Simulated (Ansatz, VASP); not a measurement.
This is a calculation of CdF2 for Ansatz 0.2.0.

The input input.yaml:

```yaml
crystal:
  lattice:
    - [0.0, 2.694, 2.694]
    - [2.694, 0.0, 2.694]
    - [2.694, 2.694, 0.0]
  atoms:
    - { symbol: Cd, position: [0.0, 0.0, 0.0] }
    - { symbol: F, position: [0.75, 0.75, 0.75] }
    - { symbol: F, position: [0.25, 0.25, 0.25] }
hamiltonian:
  xc: r2scan
  pseudopotentials: { kind: paw }
kpoints:
  mp_grid: { grid: [9, 9, 9] }
scf:
  occupations: { method: fermi_dirac, width: 0.05 }
output:
  forces: true
  stress: true
  eigenvalues: true
```

Potentials or basis: Ansatz PAW.

Run with:

```console
$ ansatz run input.yaml --threads 2 --pin off --max-ram 5632MiB --backend cpu --events-out ev --progress --plain --runs-dir out
```

**Question.** Set up the same calculation for VASP 6.6.1. Potentials there: VASP PAW PBE potentials, release 64 (Cd, F).

**Answer.** As run (the cutoff follows the program's own potentials):

File POSCAR:

```
CdF2
1.0
    0.0000000000      2.6940000000      2.6940000000
    2.6940000000      0.0000000000      2.6940000000
    2.6940000000      2.6940000000      0.0000000000
Cd F
1 2
Direct
    0.0000000000      0.0000000000      0.0000000000
    0.7500000000      0.7500000000      0.7500000000
    0.2500000000      0.2500000000      0.2500000000
```

File INCAR.step1:

```
SYSTEM = CdF2
ALGO     = Normal         ! electronic algorithm
EDIFF    = 1E-4           ! SCF threshold, eV
ENCUT    = 520            ! plane-wave cutoff, eV
GGA      = PE             ! functional
ISMEAR   = -1             ! smearing method
LASPH    = .TRUE.         ! aspherical terms in the spheres
LCHARG   = .FALSE.        ! write CHGCAR
LREAL    = .FALSE.        ! projectors in reciprocal space
LWAVE    = .TRUE.         ! write WAVECAR
NBANDS   = 20             ! bands
NELM     = 100            ! most SCF steps
PREC     = Accurate       ! precision mode
SIGMA    = 0.05           ! smearing width, eV
```

INCAR.step2

```
SYSTEM = CdF2
ALGO     = Normal         ! electronic algorithm
EDIFF    = 1E-6           ! SCF threshold, eV
ENCUT    = 520            ! plane-wave cutoff, eV
ISIF     = 2              ! what is computed and relaxed
ISMEAR   = -1             ! smearing method
ISTART   = 1            
LASPH    = .TRUE.         ! aspherical terms in the spheres
LCHARG   = .FALSE.        ! write CHGCAR
LMIXTAU  = .TRUE.       
LREAL    = .FALSE.        ! projectors in reciprocal space
LWAVE    = .FALSE.        ! write WAVECAR
METAGGA  = R2SCAN         ! meta-GGA
NBANDS   = 20             ! bands
NELM     = 100            ! most SCF steps
PREC     = Accurate       ! precision mode
SIGMA    = 0.05           ! smearing width, eV
```

File KPOINTS:

```
k-points
0
G
  9 9 9
  0 0 0
```

Potentials or basis: VASP PAW PBE potentials, release 64 (Cd, F).

Launch:

```console
$ cat potpaw_PBE.64/Cd/POTCAR potpaw_PBE.64/F/POTCAR > POTCAR
$ cp INCAR.step1 INCAR
$ mpirun -np 1 vasp_std > vasp.out
$ cp INCAR.step2 INCAR
$ mpirun -np 1 vasp_std > vasp.out
```

Both were run:

|  | VASP | Ansatz | Ansatz less VASP |
| --- | --- | --- | --- |
| gap on the k mesh at the Fermi level (eV) | 3.78 | 3.82 | +0.044 |
| least direct gap on the mesh (eV) | 4.25 | 4.31 | +0.053 |
| pressure (GPa) | 1.0 | 0.0 | -0.99 |

VASP's potentials were made for PBE, not for r2SCAN. VASP's potentials hold 26 valence electrons a cell and Ansatz's 34, so a difference there can come from the potentials and not from the codes.

Noted on Ansatz's run: odd divisions of the mesh miss points on the zone boundary, where band edges often lie, so the gap on the mesh can be too wide.
